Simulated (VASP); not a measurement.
SnSe:

```
Sn Se
1.0
    11.27676    0.00000    0.00000
     0.00000    4.09792    0.00000
     0.00000    0.00000    4.30145
Sn Se
4 4
Direct
  0.11780 0.25000 0.09307
  0.38220 0.75000 0.59307
  0.61780 0.25000 0.40693
  0.88220 0.75000 0.90693
  0.35742 0.25000 0.02219
  0.14258 0.75000 0.52219
  0.85742 0.25000 0.47781
  0.64258 0.75000 0.97781
```

```yaml
Program: VASP 6.6.1
Task: relaxation of shape and atoms at fixed volume
Functional: PBEsol
Potentials_or_basis: VASP PAW PBE potentials, release 64 (Sn_d, Se)
Cutoff: 600 eV
k_mesh: 4 × 8 × 8
Occupations: gaussian, width 0.03 eV
Spin: no spin polarisation
```

At the start: pressure 2.5 GPa; volume 24.85 Å³/atom.

Q: Where does the relaxation end?

A: Over 18 steps the energy falls by 2.6 meV/atom; space group Pnma (No. 62, to 0.1 Å) before and after.

Step by step:
```
step  energy change (eV)  largest force (eV/Å)  pressure (GPa)
   1              0.0000                0.2236            2.53
   2             -0.0116                0.1330            2.23
   3             -0.0177                0.0360            1.82
   4             -0.0187                0.0132            1.79
   5             -0.0187                0.0148            1.79
   6             -0.0190                0.0155            1.79
   7             -0.0193                0.0183            1.80
   8             -0.0190                0.0262            1.81
   9             -0.0194                0.0201            1.80
  10             -0.0196                0.0175            1.79
  11             -0.0199                0.0132            1.74
  12             -0.0200                0.0155            1.74
  13             -0.0200                0.0207            1.74
  14             -0.0202                0.0199            1.74
  15             -0.0204                0.0184            1.75
  16             -0.0206                0.0192            1.75
  17             -0.0206                0.0149            1.71
  18             -0.0208                0.0083            1.73
```

Final structure:
```cif
data_structure
_symmetry_space_group_name_H-M 'P 1'
_symmetry_Int_Tables_number 1
_cell_length_a 11.2919
_cell_length_b 4.1220
_cell_length_c 4.2706
_cell_angle_alpha 90.000
_cell_angle_beta 90.000
_cell_angle_gamma 90.000
_cell_volume 198.78
loop_
_atom_site_label
_atom_site_type_symbol
_atom_site_fract_x
_atom_site_fract_y
_atom_site_fract_z
_atom_site_occupancy
Sn1 Sn 0.11711 0.25000 0.07938 1
Sn2 Sn 0.38290 0.75000 0.57938 1
Sn3 Sn 0.61711 0.25000 0.42062 1
Sn4 Sn 0.88289 0.75000 0.92062 1
Se1 Se 0.35880 0.25000 0.02196 1
Se2 Se 0.14120 0.75000 0.52196 1
Se3 Se 0.85880 0.25000 0.47804 1
Se4 Se 0.64120 0.75000 0.97804 1
```

Caveat: the PAW data sets were made with another functional, which shifts forces and pressure a little.
